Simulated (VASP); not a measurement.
Input of a VASP 6.6.1 run:

Contents of INCAR:

```
SYSTEM = Ti
PREC = Accurate ; ENCUT = 520
EDIFF = 1E-7 ; ISMEAR = 1
SIGMA = 0.1 ; LREAL = .False.
LASPH = .True. ; NELM = 80
ALGO = Normal ; ISIF = 2
LWAVE = .False. ; LCHARG = .False.
GGA = PS ; NBANDS = 12
```

Contents of KPOINTS:

```
regular mesh
0
Gamma
  12 12 12
  0 0 0
```

POSCAR

```
Ti
1.0
   -1.6410000000      1.6410000000      1.6410000000
    1.6410000000     -1.6410000000      1.6410000000
    1.6410000000      1.6410000000     -1.6410000000
Ti
1
Direct
    0.0000000000      0.0000000000      0.0000000000
```

Potentials or basis: VASP PAW PBE potentials, release 64 (Ti_sv).

Run with:

```sh
$ cat potpaw_PBE.64/Ti_sv/POTCAR > POTCAR
$ mpirun -np 1 vasp_std > vasp.out
```

Q: Estimate the band gap on the k mesh.

A: Zero (band 6 reaches 8.75 eV, above the bottom of band 7 at 7.18 eV).

Q: Estimate the pressure.

A: -7.2 GPa.

Caveat: the PAW data sets were made with another functional, which shifts forces and pressure a little.
